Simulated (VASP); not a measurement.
# MgO (P6_3/mmc) in VASP: a series of runs

The runs below take MgO through single point, with PBEsol.

Everything below comes from runs of VASP 6.6.1. Logs are shortened: lines on timing, memory, paths and dates and some standing lists are left out, and cuts for length are marked.

## 1. The cell of the first run

The structure is hexagonal, space group P6_3/mmc (No. 194). The conventional cell has a = 3.486 Å, b = 3.486 Å, c = 4.491 Å, α = 90.00°, β = 90.00°, γ = 120.00°. Within 2.7 Å of Mg (site symmetry -6m2) lie 5 O at 2.01 to 2.25 Å. O (site symmetry -6m2) has 5 Mg at 2.01 to 2.25 Å within 2.7 Å.

## 2. Single point, PBEsol (strain +0.0750 x Voigt [0, 0, 1, 0, 0, 0])

INCAR reads:

```
PREC     = Accurate       # precision mode
ENCUT    = 520            # plane-wave cutoff, eV
EDIFF    = 1E-6           # SCF threshold, eV
ISMEAR   = 0              # smearing method
SIGMA    = 0.05           # smearing width, eV
LREAL    = False          # projectors in reciprocal space
LASPH    = True           # aspherical terms in the spheres
NELM     = 60             # most SCF steps
ALGO     = Normal         # electronic algorithm
ISIF     = 2              # what is computed and relaxed
LWAVE    = False          # write WAVECAR
LCHARG   = False          # write CHGCAR
GGA      = PS             # functional
NBANDS   = 16             # bands
```

KPOINTS reads:

```
regular mesh
0
Gamma
  9 9 6
```

POSCAR reads:

```
MgO
1.0
    3.4863778627      0.0000000000      0.0000000000
   -1.7431889314      3.0192917963      0.0000000000
    0.0000000000      0.0000000000      4.4913943115
Mg O
2 2
Direct
    0.6666666667      0.3333333333      0.7500000000
    0.3333333333      0.6666666667      0.2500000000
    0.6666666667      0.3333333333      0.2500000000
    0.3333333333      0.6666666667      0.7500000000
```

Potentials or basis: VASP PAW PBE potentials, release 64 (Mg, O).

Run with:

```sh
$ cat potpaw_PBE.64/Mg/POTCAR potpaw_PBE.64/O/POTCAR > POTCAR
$ mpirun -np 1 vasp_std > vasp.out
```

OUTCAR:

```text
PREC = Accurate
   ENCUT = 520
   EDIFF = 1E-6
   ISMEAR = 0
   LREAL = False
   LASPH = True
   NELM = 60
   ISIF = 2
   GGA = PS

 ion  position               nearest neighbor table
   1  0.667  0.333  0.750-   4 2.01   4 2.01   4 2.01   3 2.25   3 2.25   2 3.02   2 3.02   2 3.02
                             2 3.02   2 3.02   2 3.02
   2  0.333  0.667  0.250-   3 2.01   3 2.01   3 2.01   4 2.25   4 2.25   1 3.02   1 3.02   1 3.02
                             1 3.02   1 3.02   1 3.02
   3  0.667  0.333  0.250-   2 2.01   2 2.01   2 2.01   1 2.25   1 2.25
   4  0.333  0.667  0.750-   1 2.01   1 2.01   1 2.01   2 2.25   2 2.25

  LATTYP: Found a hexagonal cell.
 ALAT       =     3.4863778627
 C/A-ratio  =     1.2882695131

  Lattice vectors:

 A1 = (   3.4863778627,   0.0000000000,   0.0000000000)
 A2 = (  -1.7431889314,   3.0192917963,   0.0000000000)
 A3 = (   0.0000000000,   0.0000000000,   4.4913943115)

Analysis of symmetry for initial positions (statically):
=====================================================================
 Subroutine PRICEL returns:
 Original cell was already a primitive cell.

 Routine SETGRP: Setting up the symmetry group for a
 hexagonal supercell.

 Subroutine GETGRP returns: Found 24 space group operations
 (whereof 12 operations were pure point group operations)
 out of a pool of 24 trial point group operations.

The static configuration has the point symmetry D_3d.
 The point group associated with its full space group is D_6h.

Analysis of symmetry for dynamics (positions and initial velocities):
=====================================================================
 Subroutine PRICEL returns:
 Original cell was already a primitive cell.

 Routine SETGRP: Setting up the symmetry group for a
 hexagonal supercell.

 Subroutine GETGRP returns: Found 24 space group operations
 (whereof 12 operations were pure point group operations)
 out of a pool of 24 trial point group operations.

The dynamic configuration has the point symmetry D_3d.
 The point group associated with its full space group is D_6h.

 Subroutine INISYM returns: Found 24 space group operations
 (whereof 12 operations are pure point group operations),
 and found     1 'primitive' translations

----------------------------------------------------------------------------------------

                                     Primitive cell
[... 84 lines left out ...]
   NGXF,Y,Z  is equivalent  to a cutoff of  26.70, 26.70, 26.65 a.u.
 SYSTEM =  unknown system
   PREC   = accura    normal or accurate (medium, high low for compatibility)
   ISTART =      0    job   : 0-new  1-cont  2-samecut
   ICHARG =      2    charge: 1-file 2-atom 10-const
   ISPIN  =      1    spin polarized calculation?
   LNONCOLLINEAR =      F non collinear calculations
   LSORBIT =      F    spin-orbit coupling
   LASPH  =      T    aspherical Exc in radial PAW
   ENCUT  =  520.0 eV  38.22 Ry    6.18 a.u.   6.48  6.48  8.35*2*pi/ulx,y,z
   NELM   =     60;   NELMIN=  2; NELMDL= -5     # of ELM steps
   EDIFF  = 0.1E-05   stopping-criterion for ELM
   LREAL  =      F    real-space projection
[... 7 lines left out ...]
   TEBEG  =    0.0;   TEEND  =   0.0 temperature during run
   PSTRESS=    0.0 pullay stress
   NELECT =      16.0000    total number of electrons
   NUPDOWN=      -1.0000    fix difference up-down
   EMIN   =  10.00;   EMAX   =-10.00  energy-range for DOS
   EFERMI =   0.00;   METHOD = LEGACY
   ISMEAR =     0;   SIGMA  =   0.05  broadening in eV -4-tet -1-fermi 0-gaus
   EFERMI_NEDOS =   21; number of points for ismear=-14 and -15
   IALGO  =     38    algorithm
   IMIX   =      4    mixing-type and parameters
     AMIX     =   0.40;   BMIX     =  1.00
     AMIX_MAG =   1.60;   BMIX_MAG =  1.00
  volume/ion in A,a.u.               =      11.82        79.76
  Fermi-wavevector in a.u.,A,eV,Ry     =   1.140848  2.155891 17.708458  1.301535
  Thomas-Fermi vector in A             =   2.277550
   LORBIT       =      0    0 simple, 1 ext, 2 COOP (PROOUT), +10 PAW based schemes
   GGA     = PS    functional components
   LHFCALC =     F    Hartree Fock is set to
   AEXX    =    0.0000 exact exchange contribution
   IVDW    =     0    specifies the selected vdW correction
   LEPSILON=     F    determine dielectric tensor
   LRPA    =     F    only Hartree local field effects (RPA)
 non-spin polarized calculation
 Gauss-broadening in eV      SIGMA  =   0.05
  energy-cutoff  :      520.00
  volume of cell :       47.28
 maximum number of plane-waves:      1296
 NGX is ok and might be reduce to    28
   NGX = 13   NGY = 13   NGZ = 17

 number of electron      15.9999997 magnetization

 Free energy of the ion-electron system (eV)
  ---------------------------------------------------
  ext. energy  EPLUGINS =         0.00000000
  ---------------------------------------------------
  free energy    TOTEN  =       -24.62393282 eV

  energy without entropy =      -24.62393282  energy(sigma->0) =      -24.62393282

 E-fermi :   1.7852     XC(G=0): -10.0041

 val. band max:        1.5296282410   @ k =   0.0000   0.0000   0.0000
 cond. band min:       4.3861596463   @ k =   0.0000   0.0000   0.0000
 fundamental gap:      2.8565314052
 Fermi energy:         1.7852469578

 k-point     1 :       0.0000    0.0000    0.0000
  band No.  band energies     occupation
      1     -15.1091      2.00000
      2     -13.9798      2.00000
      3      -2.1030      2.00000
      4      -0.0803      2.00000
      5      -0.0803      2.00000
      6       0.6328      2.00000
[... 433 lines left out ...]
      3      -1.8118      2.00000
      4      -1.2137      2.00000
      5      -1.2137      2.00000
      6       0.1280      2.00000
[... 8 lines left out ...]
     15      14.5064      0.00000
     16      17.3225      0.00000

 [... further k-points ...]
[... 5 lines left out ...]
  --------------------------------------------------------------------------------------
  -------------------------------------------------------------------------------------
  Total       -1.2911332     -1.2911332     -3.5893773      0.0000000     -0.0000000      0.0000000
  in kB      -43.7543151    -43.7543151   -121.6379153      0.0000000     -0.0000000      0.0000000
  external PRESSURE =     -69.7155152 kB  Pullay stress =       0.0000000 kB

 VOLUME and BASIS-vectors are now :
 -----------------------------------------------------------------------------
  energy-cutoff  :      520.00
  volume of cell :       47.28
      direct lattice vectors                 reciprocal lattice vectors
     3.486377863  0.000000000  0.000000000     0.286830642  0.165601748  0.000000000
    -1.743188931  3.019291796  0.000000000     0.000000000  0.331203497  0.000000000
     0.000000000  0.000000000  4.491394311     0.000000000  0.000000000  0.222648009

 POSITION                                       TOTAL-FORCE (eV/Angst)
 -----------------------------------------------------------------------------------
      1.74319      1.00643      3.36855        -0.000000     -0.000000      0.000000
     -0.00000      2.01286      1.12285         0.000000     -0.000000      0.000000
      1.74319      1.00643      1.12285         0.000000      0.000000     -0.000000
     -0.00000      2.01286      3.36855        -0.000000      0.000000      0.000000
 -----------------------------------------------------------------------------------
    total drift:                               -0.000000      0.000000     -0.000000

  FREE ENERGIE OF THE ION-ELECTRON SYSTEM (eV)
  ---------------------------------------------------
  free  energy   TOTEN  =       -24.6239328247 eV

  energy  without entropy=      -24.6239328247  energy(sigma->0) =      -24.62393282
```

OSZICAR:

```text
N       E                     dE             d eps       ncg     rms          rms(c)
DAV:   1     0.583380258088E+02    0.58338E+02   -0.73980E+03  1536   0.883E+02
DAV:   2    -0.242986784794E+02   -0.82637E+02   -0.75323E+02  2144   0.190E+02
DAV:   3    -0.281703506635E+02   -0.38717E+01   -0.38613E+01  1744   0.430E+01
DAV:   4    -0.281867864587E+02   -0.16436E-01   -0.16435E-01  1792   0.326E+00
DAV:   5    -0.281868697133E+02   -0.83255E-04   -0.83255E-04  1720   0.223E-01    0.104E+01
DAV:   6    -0.247395514369E+02    0.34473E+01   -0.94582E+00  1600   0.233E+01    0.374E+00
DAV:   7    -0.246601553660E+02    0.79396E-01   -0.16972E-01  1536   0.334E+00    0.209E+00
DAV:   8    -0.246261024418E+02    0.34053E-01   -0.99660E-02  1600   0.330E+00    0.516E-01
DAV:   9    -0.246234328110E+02    0.26696E-02   -0.58389E-03  1856   0.677E-01    0.118E-01
DAV:  10    -0.246239276412E+02   -0.49483E-03   -0.36282E-04  1544   0.146E-01    0.148E-02
DAV:  11    -0.246239346616E+02   -0.70205E-05   -0.24437E-05  1824   0.335E-02    0.163E-02
DAV:  12    -0.246239329876E+02    0.16740E-05   -0.45744E-06  1536   0.173E-02    0.362E-03
DAV:  13    -0.246239328247E+02    0.16289E-06   -0.34779E-07   792   0.499E-03
   1 F= -.24623933E+02 E0= -.24623933E+02  d E =-.258748E-15
```

stdout:

```text
POSCAR found type information on POSCAR MgO
 POSCAR found :  2 types and       4 ions
 scaLAPACK will be used
 -----------------------------------------------------------------------------
|                                                                             |
|                                                                             |
|     You enforced a specific xc type in the INCAR file but a different       |
|     I HOPE YOU KNOW WHAT YOU ARE DOING!                                     |
|                                                                             |
 -----------------------------------------------------------------------------

 LDA part: xc-table for (Slater+PW92), standard interpolation
 POSCAR, INCAR and KPOINTS ok, starting setup
 FFT: planning ... GRIDC
 FFT: planning ... GRID_SOFT
 FFT: planning ... GRID
 WAVECAR not read
 entering main loop
```

It took 56 s on 1 thread of Intel Xeon 8259CL, shared host; peak memory 0.19 GiB.

Results:

```
Free energy            : -24.6239 eV
Pressure               : -7.0 GPa
Band gap on the k mesh : 2.86 eV, direct
```

Caveat: the cell differs from its parent crystal (strain +0.0750 x Voigt [0, 0, 1, 0, 0, 0]); the PAW data sets were made with another functional, which shifts forces and pressure a little.

## 3. Single point, PBEsol (strain +0.1125 x Voigt [0, 0, 1, 0, 0, 0])

INCAR reads:

```
ALGO     = Normal         # electronic algorithm
EDIFF    = 1E-6           # SCF threshold, eV
ENCUT    = 520            # plane-wave cutoff, eV
GGA      = PS             # functional
ISIF     = 2              # what is computed and relaxed
ISMEAR   = 0              # smearing method
LASPH    = T              # aspherical terms in the spheres
LCHARG   = T              # write CHGCAR
LELF     = T              # ELF
LREAL    = F              # projectors in reciprocal space
LVHAR    = T            
LWAVE    = F              # write WAVECAR
NBANDS   = 16             # bands
NELM     = 60             # most SCF steps
PREC     = Accurate       # precision mode
SIGMA    = 0.05           # smearing width, eV
```

KPOINTS reads:

```
k-points
0
Gamma
  9 9 6
```

Changes to POSCAR since step 2:

```diff
@@ -4,3 +4,3 @@
    -1.7431889314      3.0192917963      0.0000000000
-    0.0000000000      0.0000000000      4.4913943115
+    0.0000000000      0.0000000000      4.6480708573
 Mg O
```

Potentials or basis: VASP PAW PBE potentials, release 64 (Mg, O).

Run with:

```sh
$ cat potpaw_PBE.64/Mg/POTCAR potpaw_PBE.64/O/POTCAR > POTCAR
$ mpirun -np 1 vasp_std > vasp.out
```

Wall time 57 s (1 thread of Intel Xeon 8259CL, shared host); peak memory 0.19 GiB.

It converged, with:

| Property | Result |
| --- | --- |
| Free energy | -24.4848 eV |
| Pressure | -9.2 GPa |
| Band gap on the k mesh | 2.65 eV, direct |

Stress tensor (GPa, compression positive):
```
 -6.35   0.00   0.00
  0.00  -6.35   0.00
  0.00   0.00 -14.91
```

Levels at points of the mesh, in eV from the valence-band top:
```tsv
k point	band 6	band 7	band 8	band 9	band 10	band 11
(0.00, 0.00, 0.00)	-0.93	-0.93	0.00	2.65	8.18	10.27
(0.00, 0.00, 0.50)	-1.24	-1.24	-1.24	5.54	5.54	12.69
```

Caveat: the cell differs from its parent crystal (strain +0.1125 x Voigt [0, 0, 1, 0, 0, 0]); the PAW data sets were made with another functional, which shifts forces and pressure a little.

## 4. Single point, PBEsol (strain +0.1312 x Voigt [0, 0, 1, 0, 0, 0])

INCAR reads:

```
SYSTEM = MgO
  ALGO = Normal
  EDIFF = 1E-6
  ENCUT = 520
  GGA = PS
  ISIF = 2
  ISMEAR = 0
  LASPH = .TRUE.
  LCHARG = .TRUE.
  LELF = .TRUE.
  LREAL = .FALSE.
  LVHAR = .TRUE.
  LWAVE = .FALSE.
  NBANDS = 16
  NELM = 100
  PREC = Accurate
  SIGMA = 0.05
```

KPOINTS reads:

```
k-points
0
G
  9 9 6
  0 0 0
```

Changes to POSCAR since step 3:

```diff
@@ -4,3 +4,3 @@
    -1.7431889314      3.0192917963      0.0000000000
-    0.0000000000      0.0000000000      4.6480708573
+    0.0000000000      0.0000000000      4.7262002281
 Mg O
```

Run with:

```sh
$ cat potpaw_PBE.64/Mg/POTCAR potpaw_PBE.64/O/POTCAR > POTCAR
$ mpirun -np 1 vasp_std > vasp.out
```

Wall time 53 s (1 thread of Intel Xeon 8259CL, shared host); peak memory 0.19 GiB.

Results (log left out):

```yaml
Free_energy: -24.4069 eV
Pressure: -10.0 GPa
Band_gap_on_the_k_mesh: 2.55 eV, direct
```

Stress tensor (GPa, compression positive):
```
 -7.22   0.00   0.00
  0.00  -7.22   0.00
  0.00   0.00 -15.70
```

Levels at points of the mesh, in eV from the valence-band top:
| k point | band 5 | band 6 | band 7 | band 8 | band 9 | band 10 | band 11 | band 12 |
| --- | --- | --- | --- | --- | --- | --- | --- | --- |
| (0.00, 0.00, 0.00) | -1.51 | -0.94 | -0.94 | 0.00 | 2.55 | 8.03 | 10.01 | 12.33 |
| (0.00, 0.00, 0.50) | -1.23 | -1.23 | -1.23 | -1.23 | 5.42 | 5.42 | 12.70 | 12.70 |

Caveat: the cell differs from its parent crystal (strain +0.1312 x Voigt [0, 0, 1, 0, 0, 0]); the PAW data sets were made with another functional, which shifts forces and pressure a little.

## 5. Single point, PBEsol (strain +0.1500 x Voigt [0, 0, 1, 0, 0, 0])

INCAR reads:

```
PREC = Accurate
ENCUT = 520
EDIFF = 1E-6
ISMEAR = 0
SIGMA = 0.05
LREAL = False
LASPH = True
NELM = 60
ALGO = Normal
ISIF = 2
LWAVE = False
LCHARG = False
GGA = PS
NBANDS = 16
```

KPOINTS reads:

```
Automatic mesh
0
Gamma
  9 9 6
```

Changes to POSCAR since step 4:

```diff
@@ -4,3 +4,3 @@
    -1.7431889314      3.0192917963      0.0000000000
-    0.0000000000      0.0000000000      4.7262002281
+    0.0000000000      0.0000000000      4.8047474030
 Mg O
```

Run with:

```sh
$ cat potpaw_PBE.64/Mg/POTCAR potpaw_PBE.64/O/POTCAR > POTCAR
$ mpirun -np 1 vasp_std > vasp.out
```

Wall time 52 s (1 thread of Intel Xeon 8259CL, shared host); peak memory 0.19 GiB.

It converged, with:

| Item | Value |
| --- | --- |
| Free energy | -24.3253 eV |
| Pressure | -10.7 GPa |
| Band gap on the k mesh | 2.46 eV, direct |

Stress tensor (GPa, compression positive):
```
 -8.01   0.00   0.00
  0.00  -8.01   0.00
  0.00   0.00 -16.19
```

Levels at points of the mesh, in eV from the valence-band top:
```tsv
k point	band 4	band 5	band 6	band 7	band 8	band 9	band 10	band 11	band 12	band 13
(0.00, 0.00, 0.00)	-1.48	-1.48	-0.95	-0.95	0.00	2.46	7.88	9.76	12.34	12.34
(0.00, 0.00, 0.50)	-2.26	-1.22	-1.22	-1.22	-1.22	5.29	5.29	12.54	12.54	12.70
```

Caveat: the cell differs from its parent crystal (strain +0.1500 x Voigt [0, 0, 1, 0, 0, 0]); the PAW data sets were made with another functional, which shifts forces and pressure a little.

## 6. Summary

| cell | gap on the mesh (eV) | pressure (GPa) |
| --- | --- | --- |
| a = 3.486, b = 3.486, c = 4.491 Å, angles 90.0, 90.0, 120.0°, 4 atoms | 2.86 | -7.0 |
| a = 3.486, b = 3.486, c = 4.648 Å, angles 90.0, 90.0, 120.0°, 4 atoms | 2.65 | -9.2 |
| a = 3.486, b = 3.486, c = 4.726 Å, angles 90.0, 90.0, 120.0°, 4 atoms | 2.55 | -10.0 |
| a = 3.486, b = 3.486, c = 4.805 Å, angles 90.0, 90.0, 120.0°, 4 atoms | 2.46 | -10.7 |

Alike in all rows: task single point; level PBEsol; potentials or basis VASP PAW PBE potentials, release 64 (Mg, O); no spin polarisation; k mesh 9 × 9 × 6; cutoff (eV) 520; smearing gaussian 0.05 eV.

Caveats: the PAW data sets were made with another functional, which shifts forces and pressure a little.

Absolute energies hang on the potentials; compare differences alone.
